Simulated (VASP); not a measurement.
# Ge (C2/m) in VASP: single point with LDA

Aim: the single point of Ge with LDA.

Everything below comes from runs of VASP 6.6.1. Logs are shortened: lines on timing, memory, paths and dates and some standing lists are left out, and cuts for length are marked.

## Step 1: The cell of the first run

Symmetry: C2/m, No. 12, monoclinic system. Conventional cell: a = 6.885 Å, b = 3.975 Å, c = 3.975 Å, α = 90.00°, β = 125.26°, γ = 90.00°. Within 3.1 Å of Ge (site symmetry m) lie 4 Ge at 2.32 to 2.55 Å.

## Step 2: Single point, LDA (atoms displaced along several vibrational modes)

File INCAR:

```
PREC = Accurate ; ENCUT = 520
EDIFF = 1E-6 ; ISMEAR = 0
SIGMA = 0.15 ; LREAL = False
LASPH = True ; NELM = 60
ALGO = Normal ; ISIF = 2
LWAVE = False ; LCHARG = True
GGA = CA ; LELF = True
LVHAR = True ; NBANDS = 21
```

File KPOINTS:

```
Automatic mesh
0
Gamma
  14 14 14
```

File POSCAR:

```
Ge
1.0
    0.0000000000      2.8107124513      2.8107124513
    2.8107124513      0.0000000000      2.8107124513
    2.8107124513      2.8107124513      0.0000000000
Ge
2
Direct
    0.5000000000      0.5000000000      0.4824955413
    0.7500000000      0.7500000000      0.7675044587
```

Potentials or basis: VASP PAW LDA potentials, release 64 (Ge_d).

On the command line:

```sh
> cat potpaw_LDA.64/Ge_d/POTCAR > POTCAR
> mpirun -np 1 vasp_std > vasp.out
```

OUTCAR:

```text
PREC = Accurate
   ENCUT = 520
   EDIFF = 1E-6
   ISMEAR = 0
   LREAL = False
   LASPH = True
   NELM = 60
   ISIF = 2
   GGA = CA

 ion  position               nearest neighbor table
   1  0.500  0.500  0.482-   2 2.32   2 2.44   2 2.44   2 2.55
   2  0.750  0.750  0.768-   1 2.32   1 2.44   1 2.44   1 2.55

  LATTYP: Found a face centered cubic cell.
 ALAT       =     5.6214249026

  Lattice vectors:

 A1 = (   0.0000000000,   2.8107124513,   2.8107124513)
 A2 = (   2.8107124513,   0.0000000000,   2.8107124513)
 A3 = (   2.8107124513,   2.8107124513,   0.0000000000)

Analysis of symmetry for initial positions (statically):
=====================================================================
 Subroutine PRICEL returns:
 Original cell was already a primitive cell.

 Routine SETGRP: Setting up the symmetry group for a
 face centered cubic supercell.

 Subroutine GETGRP returns: Found  4 space group operations
 (whereof  2 operations were pure point group operations)
 out of a pool of 48 trial point group operations.

The static configuration has the point symmetry C_1h.
 The point group associated with its full space group is C_2h.

Analysis of symmetry for dynamics (positions and initial velocities):
=====================================================================
 Subroutine PRICEL returns:
 Original cell was already a primitive cell.

 Routine SETGRP: Setting up the symmetry group for a
 face centered cubic supercell.

 Subroutine GETGRP returns: Found  4 space group operations
 (whereof  2 operations were pure point group operations)
 out of a pool of 48 trial point group operations.

The dynamic configuration has the point symmetry C_1h.
 The point group associated with its full space group is C_2h.

 Subroutine INISYM returns: Found  4 space group operations
 (whereof  2 operations are pure point group operations),
 and found     1 'primitive' translations

----------------------------------------------------------------------------------------

                                     Primitive cell

  volume of cell :      44.4098

  direct lattice vectors                    reciprocal lattice vectors
     0.000000000  2.810712451  2.810712451    -0.177890840  0.177890840  0.177890840
[... 80 lines left out ...]
   ISPIN  =      1    spin polarized calculation?
   LNONCOLLINEAR =      F non collinear calculations
   LSORBIT =      F    spin-orbit coupling
   LASPH  =      T    aspherical Exc in radial PAW
   ENCUT  =  520.0 eV  38.22 Ry    6.18 a.u.   7.39  7.39  7.39*2*pi/ulx,y,z
   NELM   =     60;   NELMIN=  2; NELMDL= -5     # of ELM steps
   EDIFF  = 0.1E-05   stopping-criterion for ELM
   LREAL  =      F    real-space projection
   EDIFFG = 0.1E-04   stopping-criterion for IOM
   NSW    =      0    number of steps for IOM
   IBRION =     -1    ionic relax: 0-MD 1-quasi-New 2-CG
   NFREE  =      0    steps in history (QN), initial steepest desc. (CG)
   ISIF   =      2    stress and relaxation
   ISYM   =      2    0-nonsym 1-usesym 2-fastsym
   POTIM  = 0.5000    time-step for ionic-motion
   TEBEG  =    0.0;   TEEND  =   0.0 temperature during run
   PSTRESS=    0.0 pullay stress
   NELECT =      28.0000    total number of electrons
   NUPDOWN=      -1.0000    fix difference up-down
   EMIN   =  10.00;   EMAX   =-10.00  energy-range for DOS
   EFERMI =   0.00;   METHOD = LEGACY
   ISMEAR =     0;   SIGMA  =   0.15  broadening in eV -4-tet -1-fermi 0-gaus
   EFERMI_NEDOS =   21; number of points for ismear=-14 and -15
   IALGO  =     38    algorithm
   IMIX   =      4    mixing-type and parameters
     AMIX     =   0.40;   BMIX     =  1.00
     AMIX_MAG =   1.60;   BMIX_MAG =  1.00
  volume/ion in A,a.u.               =      22.20       149.85
  Fermi-wavevector in a.u.,A,eV,Ry     =   1.403787  2.652772 26.811869  1.970617
  Thomas-Fermi vector in A             =   2.526414
   LORBIT       =      0    0 simple, 1 ext, 2 COOP (PROOUT), +10 PAW based schemes
   GGA     = CA    functional components
   LHFCALC =     F    Hartree Fock is set to
   AEXX    =    0.0000 exact exchange contribution
   IVDW    =     0    specifies the selected vdW correction
   LEPSILON=     F    determine dielectric tensor
   LRPA    =     F    only Hartree local field effects (RPA)
 non-spin polarized calculation
 Gauss-broadening in eV      SIGMA  =   0.15
  energy-cutoff  :      520.00
  volume of cell :       44.41
 maximum number of plane-waves:      1243
 NGX is ok and might be reduce to    30
   NGX = 15   NGY = 15   NGZ = 15

 number of electron      28.0000031 magnetization

 Free energy of the ion-electron system (eV)
  ---------------------------------------------------
  ext. energy  EPLUGINS =         0.00000000
  ---------------------------------------------------
  free energy    TOTEN  =       -10.28254665 eV

  energy without entropy =      -10.28164845  energy(sigma->0) =      -10.28209755

 E-fermi :   5.1173     XC(G=0): -10.3817

 val. band max:        5.1055703066   @ k =   0.2857   0.2857   0.2857
 cond. band min:       5.1450467333   @ k =  -0.0714   0.0714   0.0000
 fundamental gap:      0.0394764267
 Fermi energy:         5.1173276499

 k-point     1 :       0.0000    0.0000    0.0000
  band No.  band energies     occupation
      1     -20.1235      2.00000
      2     -20.0704      2.00000
      3     -20.0513      2.00000
      4     -20.0447      2.00000
      5     -20.0404      2.00000
      6     -19.8321      2.00000
[... 565 lines left out ...]
     20      13.3360      0.00000
     21      14.6081      0.00000

 [... further k-points ...]

------------------------ aborting loop because EDIFF is reached ----------------------------------------

  FORCE on cell =-STRESS in cart. coord.  units (eV):
  Direction    XX          YY          ZZ          XY          YZ          ZX
  --------------------------------------------------------------------------------------
  -------------------------------------------------------------------------------------
  Total        0.2087412      0.2087412      0.3344814      0.1978420     -0.8879358     -0.8879357
  in kB        7.5307736      7.5307736     12.0671100      7.1375602    -32.0341264    -32.0341246
  external PRESSURE =       9.0428857 kB  Pullay stress =       0.0000000 kB

 VOLUME and BASIS-vectors are now :
 -----------------------------------------------------------------------------
  energy-cutoff  :      520.00
  volume of cell :       44.41
      direct lattice vectors                 reciprocal lattice vectors
     0.000000000  2.810712451  2.810712451    -0.177890840  0.177890840  0.177890840
     2.810712451  0.000000000  2.810712451     0.177890840 -0.177890840  0.177890840
     2.810712451  2.810712451  0.000000000     0.177890840  0.177890840 -0.177890840

 POSITION                                       TOTAL-FORCE (eV/Angst)
 -----------------------------------------------------------------------------------
      2.76151      2.76151      2.81071         1.114176      1.114176     -0.291859
      4.26527      4.26527      4.21607        -1.114176     -1.114176      0.291859
 -----------------------------------------------------------------------------------
    total drift:                                0.000000     -0.000000     -0.000000

  FREE ENERGIE OF THE ION-ELECTRON SYSTEM (eV)
  ---------------------------------------------------
  free  energy   TOTEN  =       -10.2825466453 eV

  energy  without entropy=      -10.2816484466  energy(sigma->0) =      -10.28209755
```

OSZICAR:

```text
N       E                     dE             d eps       ncg     rms          rms(c)
DAV:   1     0.193564286592E+03    0.19356E+03   -0.14673E+04 34951   0.363E+03
DAV:   2     0.176328064818E+02   -0.17593E+03   -0.17048E+03 31373   0.620E+02
DAV:   3    -0.954489733370E+01   -0.27178E+02   -0.26998E+02 35748   0.144E+02
DAV:   4    -0.104516058947E+02   -0.90671E+00   -0.90620E+00 35313   0.309E+01
DAV:   5    -0.104660556287E+02   -0.14450E-01   -0.14449E-01 35753   0.428E+00    0.339E+00
DAV:   6    -0.103429694579E+02    0.12309E+00   -0.38918E-02 35292   0.177E+00    0.194E+00
DAV:   7    -0.102817824853E+02    0.61187E-01   -0.78504E-02 33546   0.225E+00    0.143E-01
DAV:   8    -0.102825229535E+02   -0.74047E-03   -0.66319E-03 35898   0.101E+00    0.474E-02
DAV:   9    -0.102825505467E+02   -0.27593E-04   -0.10792E-04 37931   0.110E-01    0.143E-02
DAV:  10    -0.102825468134E+02    0.37334E-05   -0.12237E-05 42804   0.522E-02    0.489E-03
DAV:  11    -0.102825466453E+02    0.16805E-06   -0.11672E-06 25958   0.888E-03
   1 F= -.10282547E+02 E0= -.10282098E+02  d E =-.898199E-03
```

stdout:

```text
POSCAR found type information on POSCAR Ge
 POSCAR found :  1 types and       2 ions
 scaLAPACK will be used
 LDA part: xc-table for (Slater(with rela. corr.)+CA(PZ))
 , standard interpolation
 POSCAR, INCAR and KPOINTS ok, starting setup
 FFT: planning ... GRIDC
 FFT: planning ... GRID_SOFT
 FFT: planning ... GRID
 WAVECAR not read
 entering main loop
```

Run time: 9.4 min. Hardware: 1 thread of Intel Xeon 8259CL, shared host; peak memory 0.59 GiB.

What came out:

| Quantity | Value |
| --- | --- |
| Free energy | -10.2825 eV |
| Pressure | 0.9 GPa |
| Largest force | 1.602 eV/Å |
| Band gap on the k mesh | zero (bands 14 and 15 overlap by 0.58 eV) |

Forces in eV/Å, atoms in the order of the input:
```
Ge   1.114  1.114 -0.292
Ge  -1.114 -1.114  0.292
```

Stress tensor (GPa, compression positive):
```
 0.75  0.71 -3.20
 0.71  0.75 -3.20
-3.20 -3.20  1.21
```

Levels at points of the mesh, in eV from the Fermi level:
| k point | band 10 | band 11 | band 12 | band 13 | band 14 | band 15 | band 16 | band 17 | band 18 | band 19 |
| --- | --- | --- | --- | --- | --- | --- | --- | --- | --- | --- |
| (0.00, 0.00, 0.00) | -24.91 | -13.18 | -0.85 | -0.18 | -0.18 | 0.47 | 1.83 | 2.27 | 2.84 | 6.03 |
| (0.50, 0.00, 0.00) | -24.87 | -11.07 | -7.92 | -2.04 | -1.19 | -0.10 | 2.91 | 4.12 | 6.75 | 10.31 |
| (0.00, 0.00, 0.50) | -24.87 | -10.78 | -8.52 | -1.82 | -1.35 | 0.21 | 3.34 | 4.02 | 6.93 | 9.74 |
| (0.50, 0.50, 0.50) | -24.89 | -11.28 | -7.38 | -1.96 | -1.44 | -0.37 | 3.01 | 3.73 | 6.60 | 10.44 |
| (0.50, 0.50, 0.00) | -24.86 | -9.30 | -9.19 | -3.36 | -3.27 | 0.37 | 0.44 | 9.36 | 9.45 | 11.16 |
| (0.00, 0.50, 0.50) | -24.86 | -9.57 | -8.87 | -3.48 | -3.21 | 0.14 | 0.70 | 9.17 | 9.62 | 10.97 |

Caveat: the cell differs from its parent crystal (atoms displaced along several vibrational modes); semilocal functionals underestimate gaps, and a narrow one can read as zero; forces of over 1 eV/Å act on the atoms, so gaps and moduli don't describe the material at rest.

The gap in the log of VASP goes by the Fermi energy; the results here count the filled bands.